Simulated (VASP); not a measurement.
A run of VASP 6.6.1 is set up as follows.

INCAR

```
PREC = Accurate
ENCUT = 520
EDIFF = 1E-8
ISMEAR = -1
SIGMA = 0.01
LREAL = False
LASPH = True
NELM = 80
ALGO = Normal
ISIF = 2
LWAVE = False
LCHARG = False
GGA = PE
LEFG = True
NBANDS = 24
```

The input KPOINTS:

```
regular mesh
0
Gamma
  9 9 5
```

The input POSCAR:

```
TaN
1.0
    3.0480019786      0.0000000000      0.0000000000
   -1.5240009893      2.6396471442      0.0000000000
    0.0000000000      0.0000000000      5.0655400000
Ta N
2 2
Direct
    0.0000000000      0.0000000000      0.0000000000
    0.0000000000      0.0000000000      0.5000000000
    0.3333333333      0.6666666667      0.2500000000
    0.6666666667      0.3333333333      0.7500000000
```

Potentials or basis: VASP PAW PBE potentials, release 64 (Ta_pv, N).

Run with:

```sh
$ cat potpaw_PBE.64/Ta_pv/POTCAR potpaw_PBE.64/N/POTCAR > POTCAR
$ mpirun -np 1 vasp_std > vasp.out
```

Estimate the band gap on the k mesh.

zero (band 16 reaches 10.06 eV, above the bottom of band 17 at 8.06 eV).

Estimate the pressure.

42.3 GPa.

Stress tensor (GPa, compression positive):
```
17.00  0.00  0.00
 0.00 17.00  0.00
 0.00  0.00 92.96
```

Caveat: the cell differs from its parent crystal (zz strain of +3 %); without QUAD_EFG the Cq values of the log hold for a quadrupole moment of 1 mb, not for the nuclei; spin-orbit coupling is left out, which moves the levels of the heavy elements.
